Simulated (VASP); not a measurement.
A run of VASP 6.6.1 is set up as follows.

The input INCAR:

```
SYSTEM = InSb
ALGO     = Normal         ! electronic algorithm
EDIFF    = 1E-6           ! SCF threshold, eV
ENCUT    = 520            ! plane-wave cutoff, eV
GGA      = PE             ! functional
ISIF     = 2              ! what is computed and relaxed
ISMEAR   = -1             ! smearing method
LASPH    = .TRUE.         ! aspherical terms in the spheres
LCHARG   = .FALSE.        ! write CHGCAR
LREAL    = .FALSE.        ! projectors in reciprocal space
LWAVE    = .FALSE.        ! write WAVECAR
NBANDS   = 16             ! bands
NELM     = 100            ! most SCF steps
PREC     = Accurate       ! precision mode
SIGMA    = 0.05           ! smearing width, eV
```

The input KPOINTS:

```
k-points
0
G
  11 11 11
  0 0 0
```

The input POSCAR:

```
InSb
1.0
    0.0000000000      2.9467361237      2.9467361237
    2.9467361237      0.0000000000      2.9467361237
    2.9467361237      2.9467361237      0.0000000000
In Sb
1 1
Direct
    0.0000000000      0.0000000000      0.0000000000
    0.5000000000      0.5000000000      0.5000000000
```

Potentials or basis: VASP PAW PBE potentials, release 64 (In_d, Sb).

Launch:

```console
$ cat potpaw_PBE.64/In_d/POTCAR potpaw_PBE.64/Sb/POTCAR > POTCAR
$ mpirun -np 1 vasp_std > vasp.out
```

Task: Estimate the pressure.

Result: 8.2 GPa.

Task: Estimate the band gap on the k mesh.

Result: Zero (bands 9 and 10 overlap by 3.15 eV).

Caveat: the cell stands under pressure; spin-orbit coupling is left out, which moves the levels of the heavy elements.
